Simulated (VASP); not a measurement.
Input of a VASP 6.6.1 run:

File INCAR:

```
SYSTEM = Al8H
PREC = Accurate
ENCUT = 520
EDIFF = 1E-6
ISMEAR = 0
SIGMA = 0.1
LREAL = Auto
LASPH = .True.
NELM = 60
ALGO = Normal
ISIF = 2
LWAVE = .False.
LCHARG = .False.
LDIPOL = .True.
IDIPOL = 3
DIPOL = 0.5 0.5 0.297
GGA = PE
NBANDS = 40
```

File KPOINTS:

```
Automatic mesh
0
Gamma
  5 4 1
  0 0 0
```

Contents of POSCAR:

```
Al8H
1.0
    5.7135165837      0.0000000000      0.0000000000
    0.0000000000      8.0801326415      0.0000000000
    0.0000000000      0.0000000000     22.2432786975
Al H
16 2
Direct
    0.2500000000      0.2500000000      0.1798296040
    0.2500000000      0.7500000000      0.1798296040
    0.7500000000      0.2500000000      0.1798296040
    0.7500000000      0.7500000000      0.1798296040
    0.0000000000      0.0000000000      0.2440458181
    0.0000000000      0.5000000000      0.2440458181
    0.5000000000      0.0000000000      0.2440458181
    0.5000000000      0.5000000000      0.2440458181
    0.2500000000      0.2500000000      0.3102598702
    0.2500000000      0.7500000000      0.3102598702
    0.7500000000      0.2500000000      0.3102598702
    0.7500000000      0.7500000000      0.3102598702
    0.0000000000      0.0000000000      0.3705963860
    0.0000000000      0.5000000000      0.3705963860
    0.5000000000      0.0000000000      0.3705963860
    0.5000000000      0.5000000000      0.3705963860
    0.7500000000     -0.0464101292      0.4627590580
    0.7500000000      0.0464101292      0.4627590580
```

Potentials or basis: VASP PAW PBE potentials, release 64 (Al, H).

Launch:

```bash
$ cat potpaw_PBE.64/Al/POTCAR potpaw_PBE.64/H/POTCAR > POTCAR
$ mpirun -np 1 vasp_std > vasp.out
```

(1) Predict the largest force.

(2) What does it give for the band gap on the k mesh?

Answers

(1) 0.594 eV/Å.

(2) zero (bands 25 and 26 overlap by 0.53 eV).
